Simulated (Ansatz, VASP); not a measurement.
# One calculation of Mg, two programs

```
Mg
1.0
    -1.77945    1.77945    1.63015
     1.77945   -1.77945    1.63015
     1.77945    1.77945   -1.63015
Mg
1
Direct
  0.00000 0.00000 0.00000
```

Alike in both runs: task single point; functional PBEsol; k mesh 18 × 18 × 18; occupations gaussian, width 0.15 eV; no spin polarisation.

```csv
,VASP,Ansatz
version,VASP 6.6.1,Ansatz 0.2.0
potentials or method,"VASP PAW PBE potentials, release 64 (Mg), cutoff 520 eV","scalar-relativistic, plane waves, PAW"
valence electrons in the cell,2,10
```

|  | VASP | Ansatz | Ansatz less VASP |
| --- | --- | --- | --- |
| gap on the k mesh at the Fermi level (eV) | none | none | - |
| pressure (GPa) | 3.8 | 3.8 | +0.01 |
| traceless stress, the component that is largest in VASP (GPa) | 0.49 | 0.48 | -0.012 |

VASP's potentials were made for PBE, not for PBEsol. A gap of «none» marks a metal or a gap that the smearing closes. VASP's potentials hold 2 valence electrons a cell and Ansatz's 10, so a difference there can come from the potentials and not from the codes.
